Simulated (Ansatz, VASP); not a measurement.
One calculation of Be2CdS2, two programs

The input INCAR:

```
PREC = Accurate
ENCUT = 600
EDIFF = 1E-6
ISMEAR = 0
SIGMA = 0.1
LREAL = F
LASPH = T
NELM = 100
ALGO = Normal
ISIF = 3
LWAVE = F
LCHARG = F
GGA = PE
IBRION = 2
NSW = 100
EDIFFG = -0.01
```

File KPOINTS:

```
regular mesh
0
Gamma
  12 12 6
```

Contents of POSCAR:

```
Be2CdS2
1.0
    4.1763643073      0.0000000000      0.0000000000
   -2.0881821536      3.6168375855      0.0000000000
    0.0000000000      0.0000000000      6.1837829494
Be Cd S
2 1 2
Direct
    0.6666666667      0.3333333333      0.1692540551
    0.6666666667      0.3333333333      0.8307459449
    0.0000000000      0.0000000000      0.5000000000
    0.0000000000      0.0000000000      0.0000000000
    0.3333333333      0.6666666667      0.5000000000
```

Input for Ansatz:

```yaml
crystal:
  lattice:
    - [4.1763643073, 0.0, 0.0]
    - [-2.0881821536, 3.6168375855, 0.0]
    - [0.0, 0.0, 6.1837829494]
  atoms:
    - { symbol: Be, position: [0.6666666667, 0.3333333333, 0.1692540551] }
    - { symbol: Be, position: [0.6666666667, 0.3333333333, 0.8307459449] }
    - { symbol: Cd, position: [0.0, 0.0, 0.5] }
    - { symbol: S, position: [0.0, 0.0, 0.0] }
    - { symbol: S, position: [0.3333333333, 0.6666666667, 0.5] }
basis:
  ecutwfc: 420
kpoints:
  mp_grid: { grid: [12, 12, 6] }
hamiltonian:
  xc: pbe
scf:
  occupations: { method: gaussian, width: 0.1 }
output:
  forces: true
  stress: true
  eigenvalues: true
relax:
  adjacent_minimum: "off"
  f_tol: 0.01
  max_steps: 80
  cell: { stress_tol: 0.05 }
```

Change from the starting cell: species swapped into the Eu2ZnSb2 type (P-6m2, No. 187).

Alike in both runs: task relaxation of cell and atoms; functional PBE; k mesh 12 × 12 × 6; occupations gaussian, width 0.1 eV; no spin polarisation.

```csv
,VASP,Ansatz
version,VASP 6.6.1,Ansatz 0.2.0
potentials or method,"VASP PAW PBE potentials, release 64 (Be, Cd, S), cutoff 600 eV","scalar-relativistic, plane waves, PAW"
valence electrons in the cell,28,36
```

```csv
,VASP,Ansatz,Ansatz less VASP
"gap on the k mesh at the Fermi level, each at its own relaxed structure (eV)",none,none,-
relaxed volume (Å³/atom),17.66,17.57,-0.095
relaxed cell length with the largest relative difference (Å),5.269,5.246,-0.0224
```

A gap of «none» marks a metal or a gap that the smearing closes. VASP's potentials hold 28 valence electrons a cell and Ansatz's 36, so a difference there can come from the potentials and not from the codes.
